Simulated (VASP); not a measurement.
# ZrS2 (P-3m1) in VASP: single point with HSE06

Aim: the single point of ZrS2 with HSE06.

Everything below comes from runs of VASP 6.6.1. Logs are shortened: lines on timing, memory, paths and dates and some standing lists are left out, and cuts for length are marked.

## 1. The cell of the first run

The structure is trigonal, space group P-3m1 (No. 164). Conventional cell: a = 3.527 Å, b = 3.527 Å, c = 5.961 Å, α = 90.00°, β = 90.00°, γ = 120.00°. Zr (site symmetry -3m) has 6 S at 2.53 Å within 3.3 Å. S (site symmetry 3m) has 3 Zr at 2.53 Å within 3.3 Å.

## 2. Single point, HSE06 (epitaxial xy strain -4.0%)

Input file POSCAR:

```
ZrS2
1.0
    3.5274231178      0.0000000000      0.0000000000
   -1.7637115589      3.0548380299      0.0000000000
    0.0000000000      0.0000000000      5.9612424164
Zr S
1 2
Direct
    0.0000000000      0.0000000000      0.0000000000
    0.3333333333      0.6666666667      0.2531680550
    0.6666666667      0.3333333333      0.7468319450
```

Input file INCAR.step1:

```
PREC = Accurate
ENCUT = 400
EDIFF = 1E-5
ISMEAR = 0
SIGMA = 0.01
LREAL = F
LASPH = T
NELM = 120
ALGO = Normal
ISIF = 2
LWAVE = T
GGA = PE
NBANDS = 19
GGA_COMPAT = F
```

Input file INCAR.step2:

```
PREC = Accurate
ENCUT = 400
EDIFF = 1E-6
ISMEAR = 0
SIGMA = 0.01
LREAL = F
LASPH = T
NELM = 120
ALGO = Normal
ISIF = 2
LWAVE = F
LCHARG = T
GGA = PE
LHFCALC = T
HFSCREEN = 0.2079
PRECFOCK = Normal
LELF = T
LVHAR = T
ISTART = 1
NBANDS = 19
GGA_COMPAT = F
```

Input file KPOINTS:

```
regular mesh
0
Gamma
  6 6 4
```

Potentials or basis: VASP PAW PBE potentials, release 64 (Zr_sv, S).

Started as:

```bash
$ cat potpaw_PBE.64/Zr_sv/POTCAR potpaw_PBE.64/S/POTCAR > POTCAR
$ cp INCAR.step1 INCAR
$ mpirun -np 1 vasp_std > vasp.out
$ cp INCAR.step2 INCAR
$ mpirun -np 1 vasp_std > vasp.out
```

OUTCAR:

```text
PREC = Accurate
   ENCUT = 400
   EDIFF = 1E-6
   ISMEAR = 0
   LREAL = F
   LASPH = T
   NELM = 120
   ISIF = 2
   GGA = PE
   LHFCALC = T
   HFSCREEN = 0.2079
   PRECFOCK = Normal
   ISTART = 1

 ion  position               nearest neighbor table
   1  0.000  0.000  0.000-   2 2.53   3 2.53   2 2.53   3 2.53   3 2.53   2 2.53
   2  0.333  0.667  0.253-   1 2.53   1 2.53   1 2.53
   3  0.667  0.333  0.747-   1 2.53   1 2.53   1 2.53

  LATTYP: Found a hexagonal cell.
 ALAT       =     3.5274231178
 C/A-ratio  =     1.6899708987

  Lattice vectors:

 A1 = (   3.5274231178,   0.0000000000,   0.0000000000)
 A2 = (  -1.7637115589,   3.0548380299,   0.0000000000)
 A3 = (   0.0000000000,   0.0000000000,   5.9612424164)

Analysis of symmetry for initial positions (statically):
=====================================================================
 Subroutine PRICEL returns:
 Original cell was already a primitive cell.

 Routine SETGRP: Setting up the symmetry group for a
 hexagonal supercell.

 Subroutine GETGRP returns: Found 12 space group operations
 (whereof 12 operations were pure point group operations)
 out of a pool of 24 trial point group operations.

The static configuration has the point symmetry D_3d.

Analysis of symmetry for dynamics (positions and initial velocities):
=====================================================================
 Subroutine PRICEL returns:
 Original cell was already a primitive cell.

 Routine SETGRP: Setting up the symmetry group for a
 hexagonal supercell.

 Subroutine GETGRP returns: Found 12 space group operations
 (whereof 12 operations were pure point group operations)
 out of a pool of 24 trial point group operations.

The dynamic configuration has the point symmetry D_3d.

 Subroutine INISYM returns: Found 12 space group operations
 (whereof 12 operations are pure point group operations),
 and found     1 'primitive' translations

----------------------------------------------------------------------------------------

                                     Primitive cell

  volume of cell :      64.2366

  direct lattice vectors                    reciprocal lattice vectors
     3.527423118  0.000000000  0.000000000     0.283493067  0.163674799  0.000000000
    -1.763711559  3.054838030  0.000000000     0.000000000  0.327349598  0.000000000
     0.000000000  0.000000000  5.961242416     0.000000000  0.000000000  0.167750266

[... 90 lines left out ...]
   ISIF   =      2    stress and relaxation
   ISYM   =      3    0-nonsym 1-usesym 2-fastsym
   POTIM  = 0.5000    time-step for ionic-motion
   TEBEG  =    0.0;   TEEND  =   0.0 temperature during run
   PSTRESS=    0.0 pullay stress
   NELECT =      24.0000    total number of electrons
   NUPDOWN=      -1.0000    fix difference up-down
   EMIN   =  10.00;   EMAX   =-10.00  energy-range for DOS
   EFERMI =   0.00;   METHOD = LEGACY
   ISMEAR =     0;   SIGMA  =   0.01  broadening in eV -4-tet -1-fermi 0-gaus
   EFERMI_NEDOS =   21; number of points for ismear=-14 and -15
   IALGO  =     38    algorithm
   IMIX   =      1    mixing-type and parameters
     AMIX     =   0.40;   BMIX     =  1.00
     AMIX_MAG =   1.60;   BMIX_MAG =  1.00
  volume/ion in A,a.u.               =      21.41       144.50
  Fermi-wavevector in a.u.,A,eV,Ry     =   1.179101  2.228178 18.915902  1.390280
  Thomas-Fermi vector in A             =   2.315418
   LORBIT       =      0    0 simple, 1 ext, 2 COOP (PROOUT), +10 PAW based schemes
   GGA     = PE    functional components
   LHFCALC =     T    Hartree Fock is set to
   PRECFOCK=normal    Normal, Fast or Accurate (Low or Medium for compatibility)
   ENCUT4O =  -1.0   cutoff for four orbital integrals eV
   NKREDX  =     1    reduce k-point grid by
   NKREDY  =     1    reduce k-point grid by
   NKREDZ  =     1    reduce k-point grid by
   AEXX    =    0.2500 exact exchange contribution
   HFSCREEN=    0.2079 screening length (either q_TF or 0.3 A-1)
   HFSCREENC=   0.2079 screening length for correlation (either q_TF or 0.3 A-1)
   ENCUTFOCK=  -1.0 apply spherical cutoff to Coloumb kernel
   IVDW    =     0    specifies the selected vdW correction
   LEPSILON=     F    determine dielectric tensor
   LRPA    =     F    only Hartree local field effects (RPA)
 non-spin polarized calculation
 Gauss-broadening in eV      SIGMA  =   0.01
  energy-cutoff  :      400.00
  volume of cell :       64.24
 maximum number of plane-waves:      1184
 NGX is ok and might be reduce to    24
  NGX = 18; NGY = 18; NGZ = 30

 number of electron      23.9999994 magnetization

 Free energy of the ion-electron system (eV)
  ---------------------------------------------------
  ext. energy  EPLUGINS =         0.00000000
  ---------------------------------------------------
  free energy    TOTEN  =       -25.28756767 eV

  energy without entropy =      -25.28756767  energy(sigma->0) =      -25.28756767

 E-fermi :   4.9018     XC(G=0):  -8.1914

 val. band max:        4.8439577444   @ k =   0.0000   0.0000   0.0000
 cond. band min:       6.0556699207   @ k =   0.5000   0.0000   0.5000
 fundamental gap:      1.2117121763
 Fermi energy:         4.9017527629

 k-point     1 :       0.0000    0.0000    0.0000
  band No.  band energies     occupation
      1     -47.4425      2.00000
      2     -24.1719      2.00000
      3     -23.9285      2.00000
      4     -23.9285      2.00000
      5      -9.5980      2.00000
      6      -7.8847      2.00000
[... 505 lines left out ...]
      6      -7.9434      2.00000
[... 11 lines left out ...]
     18      14.2079      0.00000
     19      14.9159      0.00000

------------------------ aborting loop because EDIFF is reached ----------------------------------------

  FORCE on cell =-STRESS in cart. coord.  units (eV):
  Direction    XX          YY          ZZ          XY          YZ          ZX
  --------------------------------------------------------------------------------------
  -------------------------------------------------------------------------------------
  Total        2.9862399      2.9862399      0.0984970     -0.0000000      0.0000000     -0.0000000
  in kB       74.4822438     74.4822438      2.4566942     -0.0000000      0.0000000     -0.0000000
  external PRESSURE =      50.4737273 kB  Pullay stress =       0.0000000 kB

 VOLUME and BASIS-vectors are now :
 -----------------------------------------------------------------------------
  energy-cutoff  :      400.00
  volume of cell :       64.24
      direct lattice vectors                 reciprocal lattice vectors
     3.527423118  0.000000000  0.000000000     0.283493067  0.163674799  0.000000000
    -1.763711559  3.054838030  0.000000000     0.000000000  0.327349598  0.000000000
     0.000000000  0.000000000  5.961242416     0.000000000  0.000000000  0.167750266

 POSITION                                       TOTAL-FORCE (eV/Angst)
 -----------------------------------------------------------------------------------
      0.00000      0.00000      0.00000         0.000000      0.000000      0.000000
     -0.00000      2.03656      1.50920        -0.000000     -0.000000     -0.207312
      1.76371      1.01828      4.45205         0.000000      0.000000      0.207312
 -----------------------------------------------------------------------------------
    total drift:                                0.000000     -0.000000      0.000001

  FREE ENERGIE OF THE ION-ELECTRON SYSTEM (eV)
  ---------------------------------------------------
  free  energy   TOTEN  =       -25.2875676735 eV

  energy  without entropy=      -25.2875676735  energy(sigma->0) =      -25.28756767
```

OSZICAR.step1:

```text
N       E                     dE             d eps       ncg     rms          rms(c)
DAV:   1     0.142091742724E+03    0.14209E+03   -0.10462E+04   912   0.964E+02
DAV:   2    -0.151765663036E+02   -0.15727E+03   -0.15362E+03  1180   0.253E+02
DAV:   3    -0.229915608580E+02   -0.78150E+01   -0.77795E+01  1541   0.509E+01
DAV:   4    -0.231260981271E+02   -0.13454E+00   -0.13423E+00  1239   0.614E+00
DAV:   5    -0.231289862699E+02   -0.28881E-02   -0.28873E-02  1344   0.818E-01    0.177E+01
DAV:   6    -0.213304626803E+02    0.17985E+01   -0.56886E+00  1010   0.133E+01    0.849E+00
DAV:   7    -0.212532032484E+02    0.77259E-01   -0.58706E-01  1140   0.411E+00    0.399E+00
DAV:   8    -0.212617712667E+02   -0.85680E-02   -0.10157E-01  1127   0.185E+00    0.106E+00
DAV:   9    -0.212608360983E+02    0.93517E-03   -0.11686E-02  1053   0.729E-01    0.520E-01
DAV:  10    -0.212610668902E+02   -0.23079E-03   -0.18194E-03  1073   0.302E-01    0.253E-01
DAV:  11    -0.212610254452E+02    0.41445E-04   -0.85393E-05  1074   0.780E-02    0.499E-02
DAV:  12    -0.212610544203E+02   -0.28975E-04   -0.60063E-05  1005   0.547E-02    0.234E-02
DAV:  13    -0.212610542944E+02    0.12589E-06   -0.13380E-06   621   0.796E-03
   1 F= -.21261054E+02 E0= -.21261054E+02  d E =-.103580E-34
```

Run time: 48 min. Hardware: 1 thread of Intel Xeon Platinum 8259CL at 2.50GHz (Skylake/Cascade Lake), shared host; peak memory 0.28 GiB.

What came out:

* Free energy: -25.2876 eV
* Pressure: 5.0 GPa
* Largest force: 0.207 eV/Å
* Band gap on the k mesh: 1.21 eV (least direct gap 2.21 eV)

Forces in eV/Å, atoms in the order of the input:
```
Zr   0.000  0.000  0.000
S    0.000  0.000 -0.207
S    0.000  0.000  0.207
```

Levels at points of the mesh, in eV from the valence-band top:
```
           k point  band 8  band 9  band 10  band 11  band 12  band 13  band 14  band 15  band 16  band 17
(0.00, 0.00, 0.00)   -2.99   -2.99    -0.24     0.00     0.00     2.47     2.47     2.84     5.80     5.80
(0.50, 0.00, 0.00)   -3.29   -3.12    -2.84    -2.32    -1.32     1.50     4.75     5.29     6.95     7.01
(0.00, 0.00, 0.50)   -2.95   -2.95    -2.40    -0.16    -0.16     2.43     2.43     3.54     6.24     6.24
(0.50, 0.00, 0.50)   -3.98   -3.03    -3.02    -1.11    -1.00     1.21     4.73     5.25     6.31     6.39
```

Caveat: the cell differs from its parent crystal (epitaxial xy strain -4.0%); the stress differs along the axes, from 0 to 7 GPa; the PAW data sets were made with another functional, which shifts forces and pressure a little; this functional lacks dispersion, which binds layers or chains, so the pressure and a relaxed spacing across them are unreliable. A k mesh can miss the band edges.
